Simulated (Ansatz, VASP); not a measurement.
**Two plane-wave programs on Pt**

INCAR

```
SYSTEM = Pt
PREC = Accurate
ENCUT = 520
EDIFF = 1E-7
ISMEAR = 0
SIGMA = 0.1
LREAL = .False.
LASPH = .True.
NELM = 100
ALGO = Fast
ISIF = 2
LWAVE = .False.
LCHARG = .True.
GGA = PS
LELF = .True.
LVHAR = .True.
NBANDS = 17
```

KPOINTS

```
Automatic mesh
0
Gamma
  15 15 8
  0 0 0
```

The input POSCAR:

```
Pt
1.0
    2.7606656158      0.0000000000      0.0000000000
   -1.3803328079      2.3908065546      0.0000000000
    0.0000000000      0.0000000000      4.7921340000
Pt
2
Direct
    0.6666666700      0.3333333300      0.7500000000
    0.4148354137      0.6666666700      0.2500000000
```

Input for Ansatz:

```yaml
crystal:
  lattice:
    - [2.7606656158, 0.0, 0.0]
    - [-1.3803328079, 2.3908065546, 0.0]
    - [0.0, 0.0, 4.792134]
  atoms:
    - { symbol: Pt, position: [0.66666667, 0.33333333, 0.75] }
    - { symbol: Pt, position: [0.4148354137, 0.66666667, 0.25] }
basis:
  ecutwfc: 420
kpoints:
  mp_grid: { grid: [15, 15, 8] }
hamiltonian:
  xc: pbesol
scf:
  occupations: { method: gaussian, width: 0.1 }
output:
  forces: true
  stress: true
  eigenvalues: true
  populations: true
```

Change from the starting cell: one atom moved.

Alike in both runs: task single point; functional PBEsol; k mesh 15 × 15 × 8; occupations gaussian, width 0.1 eV; no spin polarisation.

```csv
,VASP,Ansatz
version,VASP 6.6.1,Ansatz 0.2.0
potentials or method,"VASP PAW PBE potentials, release 64 (Pt), cutoff 520 eV","scalar-relativistic, plane waves, PAW"
valence electrons in the cell,20,36
```

```tsv
	VASP	Ansatz	Ansatz less VASP
gap on the k mesh at the Fermi level (eV)	none	none	-
pressure (GPa)	-10.9	-10.5	+0.41
traceless stress, the component that is largest in VASP (GPa)	-1.05	-1.10	-0.053
rms of the force components (eV/Å)	0.078	0.078	+0.0004
```

VASP's potentials were made for PBE, not for PBEsol. Atom by atom the forces differ by 0.001 eV/Å (rms over components). A gap of «none» marks a metal or a gap that the smearing closes. VASP's potentials hold 20 valence electrons a cell and Ansatz's 36, so a difference there can come from the potentials and not from the codes.

Neither program's run includes spin-orbit coupling.
